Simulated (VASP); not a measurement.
# Ti (Im-3m) in VASP: further runs

The runs below take Ti through single point, with PBE.

Everything below comes from runs of VASP 6.6.1. Logs are shortened: lines on timing, memory, paths and dates and some standing lists are left out, and cuts for length are marked.

### 1 The cell of the first run

It takes space group Im-3m (No. 229, cubic). The conventional cell has a = 3.022 Å, b = 3.022 Å, c = 3.022 Å, α = 90.00°, β = 90.00°, γ = 90.00°. Ti (site symmetry m-3m) has 14 Ti at 2.62 to 3.02 Å within 3.5 Å.

This isn't the form of Ti at room conditions, which is hcp.

### 2 Single point, PBE

INCAR

```
SYSTEM = Ti
  ALGO = Normal
  EDIFF = 1E-6
  ENCUT = 500
  GGA = PE
  GGA_COMPAT = .False.
  ISIF = 2
  ISMEAR = -1
  LASPH = .True.
  LCHARG = .False.
  LREAL = .False.
  LWAVE = .False.
  NBANDS = 12
  NELM = 120
  PREC = Accurate
  SIGMA = 0.15
```

KPOINTS

```
Automatic mesh
0
Gamma
  25 25 25
  0.5 0.5 0.5
```

POSCAR

```
Ti
1.0
   -1.5110942091      1.5110942091      1.5110942091
    1.5110942091     -1.5110942091      1.5110942091
    1.5110942091      1.5110942091     -1.5110942091
Ti
1
Direct
    0.0000000000      0.0000000000      0.0000000000
```

Potentials or basis: VASP PAW PBE potentials, release 64 (Ti_sv).

Started as:

```
$ cat potpaw_PBE.64/Ti_sv/POTCAR > POTCAR
$ mpirun -np 1 vasp_std > vasp.out
```

OUTCAR:

```text
SYSTEM = Ti
   EDIFF = 1E-6
   ENCUT = 500
   GGA = PE
   ISIF = 2
   ISMEAR = -1
   LASPH = .True.
   LREAL = .False.
   NELM = 120
   PREC = Accurate

 ion  position               nearest neighbor table
   1  0.000  0.000  0.000-

  LATTYP: Found a body centered cubic cell.
 ALAT       =     3.0221884182

  Lattice vectors:

 A1 = (  -1.5110942091,   1.5110942091,   1.5110942091)
 A2 = (   1.5110942091,  -1.5110942091,   1.5110942091)
 A3 = (   1.5110942091,   1.5110942091,  -1.5110942091)

Analysis of symmetry for initial positions (statically):
=====================================================================
 Subroutine PRICEL returns:
 Original cell was already a primitive cell.

 Routine SETGRP: Setting up the symmetry group for a
 body centered cubic supercell.

 Subroutine GETGRP returns: Found 48 space group operations
 (whereof 48 operations were pure point group operations)
 out of a pool of 48 trial point group operations.

The static configuration has the point symmetry O_h .

Analysis of symmetry for dynamics (positions and initial velocities):
=====================================================================
 Subroutine PRICEL returns:
 Original cell was already a primitive cell.

 Routine SETGRP: Setting up the symmetry group for a
 body centered cubic supercell.

 Subroutine GETGRP returns: Found 48 space group operations
 (whereof 48 operations were pure point group operations)
 out of a pool of 48 trial point group operations.

The dynamic configuration has the point symmetry O_h .

 Subroutine INISYM returns: Found 48 space group operations
 (whereof 48 operations are pure point group operations),
 and found     1 'primitive' translations

----------------------------------------------------------------------------------------

                                     Primitive cell

  volume of cell :      13.8018

  direct lattice vectors                    reciprocal lattice vectors
    -1.511094209  1.511094209  1.511094209     0.000000000  0.330886054  0.330886054
     1.511094209 -1.511094209  1.511094209     0.330886054  0.000000000  0.330886054
     1.511094209  1.511094209 -1.511094209     0.330886054  0.330886054  0.000000000

  length of vectors
     2.617291945  2.617291945  2.617291945     0.467943545  0.467943545  0.467943545

  position of ions in fractional coordinates (direct lattice)
     0.000000000  0.000000000  0.000000000

  ion indices of the primitive-cell ions
   primitive index   ion index
                 1           1

----------------------------------------------------------------------------------------

 KPOINTS: Automatic mesh

Automatic generation of k-mesh.
 Grid dimensions read from file:
 generate k-points for:   25   25   25

 Generating k-lattice:

  Cartesian coordinates                     Fractional coordinates (reciprocal lattice)
     0.000000000  0.013235442  0.013235442     0.040000000  0.000000000  0.000000000
     0.013235442  0.000000000  0.013235442     0.000000000  0.040000000  0.000000000
     0.013235442  0.013235442  0.000000000     0.000000000  0.000000000  0.040000000

  Length of vectors
     0.018717742  0.018717742  0.018717742

  Shift w.r.t. Gamma in fractional coordinates (k-lattice)
     0.500000000  0.500000000  0.500000000

 Subroutine IBZKPT returns following result:
 ===========================================

 Found    455 irreducible k-points:

 Following reciprocal coordinates:
            Coordinates               Weight
  0.020000  0.020000  0.020000      8.000000
  0.060000  0.020000  0.020000     24.000000
  0.100000  0.020000  0.020000     24.000000
  0.140000  0.020000  0.020000     24.000000
  0.180000  0.020000  0.020000     24.000000
  0.220000  0.020000  0.020000     24.000000
[... 16 lines left out ...]
  0.420000  0.060000  0.020000     48.000000
  0.460000  0.060000  0.020000     24.000000
 [... further k-points ...]
   k-points           NKPTS =    455   k-points in BZ     NKDIM =    455   number of bands    NBANDS=     12
   number of dos      NEDOS =    301   number of ions     NIONS =      1
   total plane-waves  NPLWV =   8000
   dimension x,y,z NGX =    20 NGY =   20 NGZ =   20
   dimension x,y,z NGXF=    40 NGYF=   40 NGZF=   40
   ions per type =               1
   NGX,Y,Z   is equivalent  to a cutoff of  12.70, 12.70, 12.70 a.u.
   NGXF,Y,Z  is equivalent  to a cutoff of  25.41, 25.41, 25.41 a.u.
 SYSTEM =  Ti
   PREC   = accura    normal or accurate (medium, high low for compatibility)
   ISTART =      0    job   : 0-new  1-cont  2-samecut
   ICHARG =      2    charge: 1-file 2-atom 10-const
   ISPIN  =      1    spin polarized calculation?
   LNONCOLLINEAR =      F non collinear calculations
   LSORBIT =      F    spin-orbit coupling
   LASPH  =      T    aspherical Exc in radial PAW
   ENCUT  =  500.0 eV  36.75 Ry    6.06 a.u.   4.77  4.77  4.77*2*pi/ulx,y,z
   NELM   =    120;   NELMIN=  2; NELMDL= -5     # of ELM steps
   EDIFF  = 0.1E-05   stopping-criterion for ELM
   LREAL  =      F    real-space projection
   EDIFFG = 0.1E-04   stopping-criterion for IOM
   NSW    =      0    number of steps for IOM
   IBRION =     -1    ionic relax: 0-MD 1-quasi-New 2-CG
   NFREE  =      0    steps in history (QN), initial steepest desc. (CG)
   ISIF   =      2    stress and relaxation
   ISYM   =      2    0-nonsym 1-usesym 2-fastsym
   POTIM  = 0.5000    time-step for ionic-motion
   TEBEG  =    0.0;   TEEND  =   0.0 temperature during run
   PSTRESS=    0.0 pullay stress
   NELECT =      12.0000    total number of electrons
   NUPDOWN=      -1.0000    fix difference up-down
   EMIN   =  10.00;   EMAX   =-10.00  energy-range for DOS
   EFERMI =   0.00;   METHOD = LEGACY
   ISMEAR =    -1;   SIGMA  =   0.15  broadening in eV -4-tet -1-fermi 0-gaus
   EFERMI_NEDOS =   21; number of points for ismear=-14 and -15
   IALGO  =     38    algorithm
   IMIX   =      4    mixing-type and parameters
     AMIX     =   0.40;   BMIX     =  1.00
     AMIX_MAG =   1.60;   BMIX_MAG =  1.00
  volume/ion in A,a.u.               =      13.80        93.14
  Fermi-wavevector in a.u.,A,eV,Ry     =   1.562513  2.952722 33.217912  2.441448
  Thomas-Fermi vector in A             =   2.665421
   LORBIT       =      0    0 simple, 1 ext, 2 COOP (PROOUT), +10 PAW based schemes
   GGA     = PE    functional components
   LHFCALC =     F    Hartree Fock is set to
   AEXX    =    0.0000 exact exchange contribution
   IVDW    =     0    specifies the selected vdW correction
   LEPSILON=     F    determine dielectric tensor
   LRPA    =     F    only Hartree local field effects (RPA)
 non-spin polarized calculation
  energy-cutoff  :      500.00
  volume of cell :       13.80
 maximum number of plane-waves:       370
   NGX =  9   NGY =  9   NGZ =  9

 number of electron      12.0000001 magnetization

 Free energy of the ion-electron system (eV)
  ---------------------------------------------------
  ext. energy  EPLUGINS =         0.00000000
  ---------------------------------------------------
  free energy    TOTEN  =        -7.48310164 eV

  energy without entropy =       -7.35908765  energy(sigma->0) =       -7.42109464

 E-fermi :  10.7016     XC(G=0): -12.6182

 val. band max:       10.7014320329   @ k =   0.2600   0.2200   0.0200
 cond. band min:      10.7059542214   @ k =   0.1800   0.1000   0.0600
 fundamental gap:      0.0045221885
 Fermi energy:        10.7015908855

 k-point     1 :       0.0200    0.0200    0.0200
  band No.  band energies     occupation
      1     -45.4370      2.00000
      2     -20.9413      2.00000
      3     -20.9074      2.00000
      4     -20.9074      2.00000
      5       4.4645      2.00000
      6      11.8317      0.00107
      7      11.8317      0.00107
      8      11.9676      0.00043
      9      14.1567      0.00000
     10      14.1567      0.00000
     11      29.8146      0.00000
     12      29.8147      0.00000

 k-point     2 :       0.0600    0.0200    0.0200
  band No.  band energies     occupation
      1     -45.4225      2.00000
      2     -21.0102      2.00000
      3     -20.9248      2.00000
      4     -20.9082      2.00000
      5       4.6685      2.00000
      6      11.7259      0.00216
      7      11.7865      0.00144
      8      12.1401      0.00014
      9      14.0398      0.00000
     10      14.1684      0.00000
     11      29.7154      0.00000
     12      29.8504      0.00000

 k-point     3 :       0.1000    0.0200    0.0200
  band No.  band energies     occupation
      1     -45.3994      2.00000
      2     -21.1160      2.00000
      3     -20.9560      2.00000
      4     -20.9096      2.00000
      5       4.9961      2.00000
      6      11.5626      0.00641
      7      11.7059      0.00247
      8      12.4077      0.00002
      9      13.8996      0.00000
     10      14.1886      0.00000
     11      29.4855      0.00000
     12      29.7994      0.00000
[... 286 lines left out ...]
 k-point    23 :       0.4200    0.0600    0.0200
  band No.  band energies     occupation
      1     -45.1238      2.00000
      2     -22.2363      2.00000
      3     -21.3287      2.00000
      4     -20.9445      2.00000
      5       7.7633      2.00000
      6      10.0071      1.98068
      7      12.3594      0.00003
      8      14.2519      0.00000
      9      14.7447      0.00000
     10      16.5647      0.00000
     11      22.4981      0.00000
     12      25.7879      0.00000

 k-point    24 :       0.4600    0.0600    0.0200
  band No.  band energies     occupation
      1     -45.1187      2.00000
      2     -22.2552      2.00000
      3     -21.3357      2.00000
      4     -20.9449      2.00000
      5       7.7569      2.00000
      6       9.9836      1.98346
      7      12.5010      0.00001
      8      14.2562      0.00000
      9      14.7664      0.00000
     10      16.6713      0.00000
     11      22.2844      0.00000
     12      25.7033      0.00000

 [... further k-points ...]

------------------------ aborting loop because EDIFF is reached ----------------------------------------

  FORCE on cell =-STRESS in cart. coord.  units (eV):
  Direction    XX          YY          ZZ          XY          YZ          ZX
  --------------------------------------------------------------------------------------
  -------------------------------------------------------------------------------------
  Total        2.9513551      2.9513551      2.9513551      0.0000000      0.0000000     -0.0000000
  in kB      342.6079528    342.6079528    342.6079528      0.0000000      0.0000000     -0.0000000
  external PRESSURE =     342.6079528 kB  Pullay stress =       0.0000000 kB

 VOLUME and BASIS-vectors are now :
 -----------------------------------------------------------------------------
  energy-cutoff  :      500.00
  volume of cell :       13.80
      direct lattice vectors                 reciprocal lattice vectors
    -1.511094209  1.511094209  1.511094209     0.000000000  0.330886054  0.330886054
     1.511094209 -1.511094209  1.511094209     0.330886054  0.000000000  0.330886054
     1.511094209  1.511094209 -1.511094209     0.330886054  0.330886054  0.000000000

 POSITION                                       TOTAL-FORCE (eV/Angst)
 -----------------------------------------------------------------------------------
      0.00000      0.00000      0.00000         0.000000      0.000000     -0.000000
 -----------------------------------------------------------------------------------
    total drift:                                0.000000     -0.000000     -0.000000

  FREE ENERGIE OF THE ION-ELECTRON SYSTEM (eV)
  ---------------------------------------------------
  free  energy   TOTEN  =        -7.4831016394 eV

  energy  without entropy=       -7.3590876465  energy(sigma->0) =       -7.42109464
```

Run time: 1.7 min. Hardware: 1 thread of Intel Xeon 8259CL, shared host; peak memory 0.18 GiB.

Results:

- Free energy: -7.4831 eV
- Pressure: 34.3 GPa
- Band gap on the k mesh: zero (bands 6 and 7 overlap by 1.98 eV)

Levels at points of the mesh, in eV from the Fermi level:
| k point | band 3 | band 4 | band 5 | band 6 | band 7 | band 8 | band 9 | band 10 |
| --- | --- | --- | --- | --- | --- | --- | --- | --- |
| (0.50, 0.50, 0.50) | -32.51 | -32.51 | -3.02 | -3.02 | 5.15 | 5.15 | 5.15 | 10.53 |

Caveat: the cell stands under pressure.

### 3 Single point, PBE

This run uses another cell than the first one: it holds 8 atoms, not 1.

INCAR

```
  PREC = Accurate
  ENCUT = 520
  EDIFF = 1E-6
  ISMEAR = 0
  SIGMA = 0.15
  LREAL = False
  LASPH = True
  NELM = 80
  ALGO = Fast
  ISIF = 2
  LWAVE = False
  LCHARG = True
  GGA = PE
  LELF = True
  LVHAR = True
  NBANDS = 58
```

KPOINTS

```
regular mesh
0
Gamma
  14 14 14
```

POSCAR

```
Ti
1.0
   -3.2555055272     -3.2555055272      3.2555055272
   -3.2555055272      3.2555055272     -3.2555055272
    3.2555055272     -3.2555055272     -3.2555055272
Ti
8
Direct
    0.5000000000      0.5000000000      0.5000000000
    0.0000000000      0.5000000000      0.5000000000
    0.5000000000      0.0000000000      0.5000000000
    0.0000000000      0.0000000000      0.5000000000
    0.5000000000      0.5000000000      0.0000000000
    0.0000000000      0.5000000000      0.0000000000
    0.5000000000      0.0000000000      0.0000000000
    0.0000000000      0.0000000000      0.0000000000
```

Potentials or basis: VASP PAW PBE potentials, release 64 (Ti_sv).

Started as:

```
$ cat potpaw_PBE.64/Ti_sv/POTCAR > POTCAR
$ mpirun -np 1 vasp_std > vasp.out
```

Wall time 48 min (1 thread of Intel Xeon 6975P-C (Granite Rapids), shared host); peak memory 0.66 GiB.

The run converged. Its results:

- Free energy: -61.9010 eV
- Pressure: -0.2 GPa
- Band gap on the k mesh: zero (bands 48 and 49 overlap by 1.19 eV)

Levels at points of the mesh, in eV from the Fermi level:
| k point | band 46 | band 47 | band 48 | band 49 | band 50 | band 51 |
| --- | --- | --- | --- | --- | --- | --- |
| (0.00, 0.00, 0.00) | -0.40 | -0.40 | 0.99 | 0.99 | 0.99 | 1.16 |
| (0.50, 0.00, 0.00) | -0.58 | -0.04 | -0.04 | -0.04 | -0.04 | 0.24 |
| (0.50, 0.50, 0.50) | 0.04 | 0.04 | 0.04 | 0.04 | 0.04 | 1.30 |

(Part 1 of 2 ends here.)
